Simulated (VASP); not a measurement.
Set up this calculation in VASP 6.6.1, as the native input.

- Task: single point
- Functional: PBEsol
- Potentials or basis: VASP PAW PBE potentials, release 64 (Cu)
- Cutoff: 520 eV
- k mesh: 26 × 26 × 26
- Occupations: gaussian, width 0.1 eV
- Spin: no spin polarisation
- Dipole correction: no
- Further INCAR settings: ALGO = Fast; EDIFF = 1e-06; NBANDS = 12

The structure of Cu lies in POSCAR:

```
Cu
1.0
    0.0000000000      1.7819204158      1.7819204158
    1.7819204158      0.0000000000      1.7819204158
    1.7819204158      1.7819204158      0.0000000000
Cu
1
Direct
    0.5000000000      0.5000000000      0.5000000000
```

One way to write it, as run:

INCAR

```
SYSTEM = Cu
ALGO = Fast
EDIFF = 1E-6
ENCUT = 520
GGA = PS
ISIF = 2
ISMEAR = 0
LASPH = .True.
LCHARG = .True.
LELF = .True.
LREAL = .False.
LVHAR = .True.
LWAVE = .False.
NBANDS = 12
NELM = 80
PREC = Accurate
SIGMA = 0.1
```

KPOINTS

```
k-points
0
Gamma
  26 26 26
  0 0 0
```

Potentials or basis: VASP PAW PBE potentials, release 64 (Cu).

Launch:

```bash
$ cat potpaw_PBE.64/Cu/POTCAR > POTCAR
$ mpirun -np 1 vasp_std > vasp.out
```

Results of the run:

- Pressure: 0.7 GPa

Caveat: the PAW data sets were made with another functional, which shifts forces and pressure a little.

Wall time 30 s on 1 thread of Intel(R) Xeon(R) 6975P-C (Granite Rapids), on a shared host, peak memory 0.18 GiB.
